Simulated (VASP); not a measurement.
The system is Hf2I3.

```
Hf I
1.0
     4.94506    0.00000    0.00000
    -2.47253    4.28255    0.00000
     0.00000    0.00000    7.69371
Hf I
2 3
Direct
  0.33333 0.66667 0.24500
  0.66667 0.33333 0.75500
  0.00000 0.00000 0.00000
  0.33333 0.66667 0.64500
  0.66667 0.33333 0.35500
```

- Program: VASP 6.6.1
- Task: relaxation of cell and atoms
- Functional: PBE
- Potentials or basis: VASP PAW PBE potentials, release 64 (Hf_pv, I)
- Cutoff: 600 eV
- k mesh: 6 × 6 × 2
- Occupations: gaussian, width 0.1 eV
- Spin: no spin polarisation

At the start: pressure -4.1 GPa; volume 32.59 Å³/atom.

Q: Where does the relaxation end?

A: Over 36 steps the energy falls by 559.4 meV/atom; space group P-3m1 (No. 164, to 0.1 Å) before and after.

Step by step:
```
step  energy change (eV)  largest force (eV/Å)  pressure (GPa)  volume (Å³)
   1              0.0000                0.4978           -4.12       162.93
   2             -0.2753                1.2246            1.14       143.96
   3             -0.2769                1.1725            0.69       145.09
   4             -0.4677                1.4392            1.08       141.94
   5             -1.1227                1.8953            3.40       132.40
   6             -0.5977                1.0542           20.90       113.00
   7             -1.2193                2.1941            6.05       127.38
   8             -1.3864                1.7490           11.04       120.22
   9             -1.4213                1.6630           11.03       120.19
  10             -1.5003                1.3224           11.17       120.09
  11             -1.5062                0.4151           12.09       119.85
  12             -1.5311                0.8959           11.54       119.97
  13             -1.6195                0.8716           10.53       121.05
  14             -1.8450                0.8076            7.76       124.31
  15             -2.1405                0.7561            3.34       130.99
  16             -2.2708                0.8337           -2.61       145.04
  17             -2.2866                0.8090           -1.53       141.73
  18             -2.2869                0.8050           -1.34       141.19
  19             -2.3185                0.7960           -1.22       140.97
  20             -2.4018                0.7563           -0.82       140.28
  21             -2.5134                0.5948            0.34       138.79
  22             -2.4651                0.5669            4.19       135.39
  23             -2.5446                0.4480            1.55       137.58
  24             -2.5914                0.4480            0.77       140.31
  25             -2.6650                0.4926           -0.76       148.65
  26             -2.6540                0.5736           -1.93       166.00
  27             -2.6906                0.5133           -1.22       154.39
  28             -2.7315                0.3803            0.10       154.05
  29             -2.7337                0.3376            0.48       153.96
  30             -2.7550                0.2776            0.36       155.74
  31             -2.7796                0.2659            0.22       159.85
  32             -2.7813                0.2644            0.21       161.23
  33             -2.7954                0.0812           -0.36       164.02
  34             -2.7955                0.0525           -0.34       163.78
  35             -2.7950                0.0179            0.43       162.12
  36             -2.7970                0.0370            0.02       163.01
```

Final structure:
```
CELL_PARAMETERS angstrom
4.90063 0.00000 0.00000
-2.45031 4.24407 0.00000
0.00000 0.00000 7.83765
ATOMIC_POSITIONS crystal
Hf 0.33333 0.66667 0.09369
Hf 0.66667 0.33333 0.90631
I 0.00000 0.00000 0.00000
I 0.33333 0.66667 0.70465
I 0.66667 0.33333 0.29535
```

Caveat: the k points lie up to 0.40 Å⁻¹ apart in the final cell, too coarse for converged energies and pressures of a metal; this functional lacks dispersion, which binds layers or chains, so the pressure and a relaxed spacing across them are unreliable; an odd number of electrons without spin polarisation forces a metal; a magnetic or distorted state may lie lower.
